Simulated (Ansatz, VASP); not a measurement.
## One calculation of ZrN, two programs

File INCAR:

```
ALGO = Normal
DIPOL = 0.5 0.5 0.421
EDIFF = 1E-7
ENCUT = 520
GGA = PE
IDIPOL = 3
ISIF = 2
ISMEAR = 0
IVDW = 12
LASPH = True
LCHARG = True
LDIPOL = True
LELF = True
LREAL = Auto
LVACPOTAV = True
LVHAR = True
LWAVE = False
NBANDS = 120
NELM = 100
PREC = Accurate
SIGMA = 0.1
```

The input KPOINTS:

```
k-points
0
Gamma
  3 3 1
```

The input POSCAR:

```
ZrN
1.0
    6.4475937667      0.0000000000      0.0000000000
    0.0000000000      6.4475937667      0.0000000000
    0.0000000000      0.0000000000     24.3385372748
Zr N
12 12
Direct
    0.2500000000      0.2500000000      0.3286968280
    0.2500000000      0.7500000000      0.3286968280
    0.7500000000      0.2500000000      0.3286968280
    0.7500000000      0.7500000000      0.3286968280
    0.5006910327      0.4999375995      0.4208924372
    0.5007931623     -0.0000739063      0.4208435103
   -0.0008062121      0.4999366004      0.4207217567
   -0.0009845532     -0.0000617619      0.4207573150
    0.7502532782      0.7498669735      0.5098650964
    0.7503407521      0.2497620068      0.5098624468
    0.2491525040      0.7507167193      0.5092098134
    0.2491432866      0.2490815592      0.5091906070
    0.5000000000      0.5000000000      0.3286968280
    0.5000000000      0.0000000000      0.3286968280
    0.0000000000      0.5000000000      0.3286968280
    0.0000000000      0.0000000000      0.3286968280
    0.7499433456      0.7501413993      0.4188871599
    0.7499445592      0.2497110731      0.4188492740
    0.2499111841      0.7499011703      0.4192011578
    0.2499118141      0.2499657970      0.4191872432
    0.0000246608     -0.0001894626      0.5177661167
    0.0003815557      0.4999059361      0.5166824150
    0.4995684372     -0.0001427780      0.5178541904
    0.4995716461      0.4998518154      0.5176367021
```

Input for Ansatz:

```yaml
crystal:
  lattice:
    - [6.4475937667, 0.0, 0.0]
    - [0.0, 6.4475937667, 0.0]
    - [0.0, 0.0, 24.3385372748]
  atoms:
    - { symbol: Zr, position: [0.25, 0.25, 0.328696828] }
    - { symbol: Zr, position: [0.25, 0.75, 0.328696828] }
    - { symbol: Zr, position: [0.75, 0.25, 0.328696828] }
    - { symbol: Zr, position: [0.75, 0.75, 0.328696828] }
    - { symbol: "N", position: [0.5, 0.5, 0.328696828] }
    - { symbol: "N", position: [0.5, 0.0, 0.328696828] }
    - { symbol: "N", position: [0.0, 0.5, 0.328696828] }
    - { symbol: "N", position: [0.0, 0.0, 0.328696828] }
    - { symbol: Zr, position: [0.5006910327, 0.4999375995, 0.4208924372] }
    - { symbol: Zr, position: [0.5007931623, -7.39063e-05, 0.4208435103] }
    - { symbol: Zr, position: [-0.0008062121, 0.4999366004, 0.4207217567] }
    - { symbol: Zr, position: [-0.0009845532, -6.17619e-05, 0.420757315] }
    - { symbol: "N", position: [0.7499433456, 0.7501413993, 0.4188871599] }
    - { symbol: "N", position: [0.7499445592, 0.2497110731, 0.418849274] }
    - { symbol: "N", position: [0.2499111841, 0.7499011703, 0.4192011578] }
    - { symbol: "N", position: [0.2499118141, 0.249965797, 0.4191872432] }
    - { symbol: Zr, position: [0.7502532782, 0.7498669735, 0.5098650964] }
    - { symbol: Zr, position: [0.7503407521, 0.2497620068, 0.5098624468] }
    - { symbol: Zr, position: [0.249152504, 0.7507167193, 0.5092098134] }
    - { symbol: Zr, position: [0.2491432866, 0.2490815592, 0.509190607] }
    - { symbol: "N", position: [2.46608e-05, -0.0001894626, 0.5177661167] }
    - { symbol: "N", position: [0.0003815557, 0.4999059361, 0.516682415] }
    - { symbol: "N", position: [0.4995684372, -0.000142778, 0.5178541904] }
    - { symbol: "N", position: [0.4995716461, 0.4998518154, 0.5176367021] }
basis:
  ecutwfc: 420
kpoints:
  mp_grid: { grid: [3, 3, 1] }
hamiltonian:
  xc: pbe
  dispersion: d3bj
scf:
  occupations: { method: gaussian, width: 0.1 }
output:
  forces: true
  eigenvalues: true
  write_density: true
  volumetric_format: npy
efield:
  axis: 3
  dipole_correction: true
  ramp_width: 0.04
```

Alike in both runs: task single point; functional PBE; dispersion D3(BJ); k mesh 3 × 3 × 1; occupations gaussian, width 0.1 eV; no spin polarisation.

```csv
,VASP,Ansatz
version,VASP 6.6.1,Ansatz 0.2.0
potentials or method,"VASP PAW PBE potentials, release 64 (Zr_sv, N), cutoff 520 eV","scalar-relativistic, plane waves, PAW"
valence electrons in the cell,204,204
```

VASP gave:

```
gap on the k mesh at the Fermi level (eV) : 0.08
least direct gap on the mesh (eV)         : 0.09
rms of the force components (eV/Å)        : 0.414
```

Question: Estimate Ansatz's values.

Answer: gap on the k mesh at the Fermi level (eV): 0.09; least direct gap on the mesh (eV): 0.09; rms of the force components (eV/Å): 0.415.
